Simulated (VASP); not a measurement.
# Si2Mo in VASP: single point with PBEsol

Aim: the single point of Si2Mo with PBEsol.

Everything below comes from runs of VASP 6.6.1. Logs are shortened: lines on timing, memory, paths and dates and some standing lists are left out, and cuts for length are marked.

**1. The cell of the first run**

The cell holds a slab with vacuum, 15 atoms: a = 4.511 Å, b = 4.515 Å, c = 24.023 Å, α = 90.00°, β = 90.00°, γ = 119.98°.

**2. Single point, PBEsol**

INCAR reads:

```
SYSTEM = Si2Mo
ALGO     = Normal         ! electronic algorithm
DIPOL    = 0.5 0.5 0.500
EDIFF    = 1E-6           ! SCF threshold, eV
ENCUT    = 520            ! plane-wave cutoff, eV
GGA      = PS             ! functional
IDIPOL   = 3            
ISIF     = 2              ! what is computed and relaxed
ISMEAR   = 0              ! smearing method
LASPH    = .True.         ! aspherical terms in the spheres
LCHARG   = .False.        ! write CHGCAR
LDIPOL   = .True.       
LREAL    = Auto         
LWAVE    = .False.        ! write WAVECAR
NBANDS   = 68             ! bands
NELM     = 100            ! most SCF steps
PREC     = Accurate       ! precision mode
SIGMA    = 0.1            ! smearing width, eV
```

KPOINTS reads:

```
k-points
0
Gamma
  9 9 1
  0 0 0
```

POSCAR reads:

```
Si2Mo
1.0
    4.5114403734      0.0000000000      0.0000000000
   -2.2557201867      3.9106920497      0.0000000000
    0.0000000000      0.0000000000     24.0228807468
Si Mo
10 5
Direct
    0.1649403283      0.3298806567      0.3122023574
    0.8350596717      0.6701193433      0.3122023574
    0.6649403283      0.3298806567      0.4061011787
    0.3350596717      0.6701193433      0.4061011787
    0.1649403283      0.3298806567      0.5000000000
    0.8350596717      0.6701193433      0.5000000000
    0.6649403283      0.3298806567      0.5938988213
    0.3350596717      0.6701193433      0.5938988213
    0.1649403283      0.3298806567      0.6877976426
    0.8350596717      0.6701193433      0.6877976426
    0.5000000000      0.0000000000      0.3122023574
    0.0000000000      0.0000000000      0.4061011787
    0.5000000000      0.0000000000      0.5000000000
    0.0000000000      0.0000000000      0.5938988213
    0.5000000000      0.0000000000      0.6877976426
```

Potentials or basis: VASP PAW PBE potentials, release 64 (Si, Mo_sv).

Command:

```bash
> cat potpaw_PBE.64/Si/POTCAR potpaw_PBE.64/Mo_sv/POTCAR > POTCAR
> mpirun -np 1 vasp_std > vasp.out
```

OUTCAR:

```text
SYSTEM = Si2Mo
   EDIFF = 1E-6
   ENCUT = 520
   GGA = PS
   ISIF = 2
   ISMEAR = 0
   LASPH = .True.
   LREAL = Auto
   NELM = 100
   PREC = Accurate

 ion  position               nearest neighbor table
   1  0.165  0.330  0.312-   2 2.58  12 2.60  11 2.60  11 2.60   2 2.62   4 2.62   2 2.62  11 2.62

   2  0.835  0.670  0.312-   1 2.58  12 2.60  11 2.60  11 2.60   1 2.62   3 2.62   1 2.62  11 2.62

   3  0.665  0.330  0.406-   4 2.58  13 2.60  11 2.60  12 2.60  12 2.60   4 2.62   6 2.62   2 2.62
                             4 2.62  12 2.62
   4  0.335  0.670  0.406-   3 2.58  11 2.60  13 2.60  12 2.60  12 2.60   3 2.62   5 2.62   1 2.62
                             3 2.62  12 2.62
   5  0.165  0.330  0.500-   6 2.58  14 2.60  12 2.60  13 2.60  13 2.60   6 2.62   8 2.62   4 2.62
                             6 2.62  13 2.62
   6  0.835  0.670  0.500-   5 2.58  12 2.60  14 2.60  13 2.60  13 2.60   5 2.62   7 2.62   3 2.62
                             5 2.62  13 2.62
   7  0.665  0.330  0.594-   8 2.58  15 2.60  13 2.60  14 2.60  14 2.60   8 2.62  10 2.62   6 2.62
                             8 2.62  14 2.62
   8  0.335  0.670  0.594-   7 2.58  13 2.60  15 2.60  14 2.60  14 2.60   7 2.62   9 2.62   5 2.62
                             7 2.62  14 2.62
   9  0.165  0.330  0.688-  10 2.58  14 2.60  15 2.60  15 2.60  10 2.62   8 2.62  10 2.62  15 2.62

  10  0.835  0.670  0.688-   9 2.58  14 2.60  15 2.60  15 2.60   9 2.62   7 2.62   9 2.62  15 2.62

  11  0.500  0.000  0.312-   3 2.60   4 2.60   1 2.60   2 2.60   2 2.60   1 2.60   1 2.62   2 2.62
                            12 3.19  12 3.19
  12  0.000  0.000  0.406-   1 2.60   2 2.60   5 2.60   6 2.60   3 2.60   4 2.60   4 2.60   3 2.60
                             3 2.62   4 2.62  11 3.19  13 3.19  11 3.19  13 3.19
  13  0.500  0.000  0.500-   3 2.60   4 2.60   7 2.60   8 2.60   5 2.60   6 2.60   6 2.60   5 2.60
                             5 2.62   6 2.62  12 3.19  14 3.19  12 3.19  14 3.19
  14  0.000  0.000  0.594-   5 2.60   6 2.60   9 2.60  10 2.60   7 2.60   8 2.60   8 2.60   7 2.60
                             7 2.62   8 2.62  13 3.19  15 3.19  13 3.19  15 3.19
  15  0.500  0.000  0.688-   7 2.60   8 2.60   9 2.60  10 2.60  10 2.60   9 2.60   9 2.62  10 2.62
                            14 3.19  14 3.19

  LATTYP: Found a base centered orthorhombic cell.
 ALAT       =     4.5114403734
 B/A-ratio  =     1.7336778173
 C/A-ratio  =     5.3248804724

  Lattice vectors:

 A1 = (   2.2557201867,  -3.9106920497,   0.0000000000)
 A2 = (   2.2557201867,   3.9106920497,   0.0000000000)
 A3 = (   0.0000000000,   0.0000000000,  24.0228807468)

Analysis of symmetry for initial positions (statically):
=====================================================================
 Subroutine PRICEL returns:
 Original cell was already a primitive cell.

 Routine SETGRP: Setting up the symmetry group for a
 base centered orthorhombic supercell.

 Subroutine GETGRP returns: Found  8 space group operations
 (whereof  8 operations were pure point group operations)
 out of a pool of  8 trial point group operations.
[... 175 lines left out ...]
 maximum number of plane-waves:     11479
 NGX is ok and might be reduce to    36
   NGX = 17   NGY = 17   NGZ = 89

 dipolmoment           0.000000      0.000000      0.000000 electrons x Angstroem

 number of electron     109.9999995 magnetization

 dipolmoment           0.000000      0.000000     -0.000000 electrons x Angstroem

 Free energy of the ion-electron system (eV)
  ---------------------------------------------------
  ext. energy  EPLUGINS =         0.00000000
  ---------------------------------------------------
  free energy    TOTEN  =      -119.90220024 eV

  energy without entropy =     -119.87068132  energy(sigma->0) =     -119.88644078

 E-fermi :   3.6088     XC(G=0):  -6.7186

 val. band max:        3.5954623754   @ k =   0.1111   0.3333   0.0000
 cond. band min:       3.6234743275   @ k =   0.0000   0.1111   0.0000
 fundamental gap:      0.0280119520
 Fermi energy:         3.6088077073

 k-point     1 :       0.0000    0.0000    0.0000
  band No.  band energies     occupation
      1     -56.9944      2.00000
      2     -56.9651      2.00000
      3     -56.9588      2.00000
      4     -56.7816      2.00000
      5     -56.7816      2.00000
      6     -31.3060      2.00000
[... 1669 lines left out ...]
     66       6.1532      0.00000
     67       6.3224      0.00000

 [... further k-points ...]

 [bands above 67 left out]

------------------------ aborting loop because EDIFF is reached ----------------------------------------

 vacuum level on the upper side and lower side of the slab       (xc-potential included)        -0.143        -0.143

  FORCE on cell =-STRESS in cart. coord.  units (eV):
  Direction    XX          YY          ZZ          XY          YZ          ZX
  --------------------------------------------------------------------------------------
  -------------------------------------------------------------------------------------
  Total       -7.4586231     -4.9846478     -4.4433848      0.0000000      0.0000000      0.0000000
  in kB      -28.1952091    -18.8430471    -16.7969558      0.0000000      0.0000000      0.0000000
  external PRESSURE =     -21.2784040 kB  Pullay stress =       0.0000000 kB

 VOLUME and BASIS-vectors are now :
 -----------------------------------------------------------------------------
  energy-cutoff  :      520.00
  volume of cell :      423.83
      direct lattice vectors                 reciprocal lattice vectors
     4.511440373  0.000000000  0.000000000     0.221658698  0.127854608  0.000000000
    -2.255720187  3.910692050  0.000000000     0.000000000  0.255709216  0.000000000
     0.000000000  0.000000000 24.022880747     0.000000000  0.000000000  0.041626981

 POSITION                                       TOTAL-FORCE (eV/Angst)
 -----------------------------------------------------------------------------------
     -0.00000      1.29006      7.50000         0.000000     -0.087733     -0.230847
      2.25572      2.62063      7.50000         0.000000      0.087733     -0.230847
      2.25572      1.29006      9.75572         0.000000     -0.216776     -0.556258
      0.00000      2.62063      9.75572        -0.000000      0.216776     -0.556258
     -0.00000      1.29006     12.01144         0.000000      0.013317      0.000000
      2.25572      2.62063     12.01144         0.000000     -0.013317      0.000000
      2.25572      1.29006     14.26716         0.000000     -0.216776      0.556258
      0.00000      2.62063     14.26716        -0.000000      0.216776      0.556258
     -0.00000      1.29006     16.52288         0.000000     -0.087733      0.230847
      2.25572      2.62063     16.52288         0.000000      0.087733      0.230847
      2.25572      0.00000      7.50000        -0.000000     -0.000000      1.428253
      0.00000      0.00000      9.75572        -0.000000      0.000000      0.167936
      2.25572      0.00000     12.01144         0.000000      0.000000      0.000000
      0.00000      0.00000     14.26716         0.000000     -0.000000     -0.167936
      2.25572      0.00000     16.52288         0.000000      0.000000     -1.428253
 -----------------------------------------------------------------------------------
    total drift:                                0.000000     -0.000000     -0.000000

  FREE ENERGIE OF THE ION-ELECTRON SYSTEM (eV)
  ---------------------------------------------------
  free  energy   TOTEN  =      -119.9022002440 eV

  energy  without entropy=     -119.8706813203  energy(sigma->0) =     -119.88644078

 vacuum level on the upper side and lower side of the slab         7.684         7.684
```

Run time: 21 min. Hardware: 1 thread of AMD EPYC 9R45 (Zen 5), shared host; peak memory 0.74 GiB.

Results:

- Free energy: -119.9022 eV
- Largest force: 1.428 eV/Å
- Band gap on the k mesh: zero (band 55 reaches 4.04 eV, above the bottom of band 56 at 3.30 eV)

Forces on the atoms (eV/Å):
```
Si   0.000 -0.088 -0.231
Si   0.000  0.088 -0.231
Si   0.000 -0.217 -0.556
Si   0.000  0.217 -0.556
Si   0.000  0.013  0.000
Si   0.000 -0.013  0.000
Si   0.000 -0.217  0.556
Si   0.000  0.217  0.556
Si   0.000 -0.088  0.231
Si   0.000  0.088  0.231
Mo   0.000  0.000  1.428
Mo   0.000  0.000  0.168
Mo   0.000  0.000  0.000
Mo   0.000  0.000 -0.168
Mo   0.000  0.000 -1.428
```

Caveat: the PAW data sets were made with another functional, which shifts forces and pressure a little.
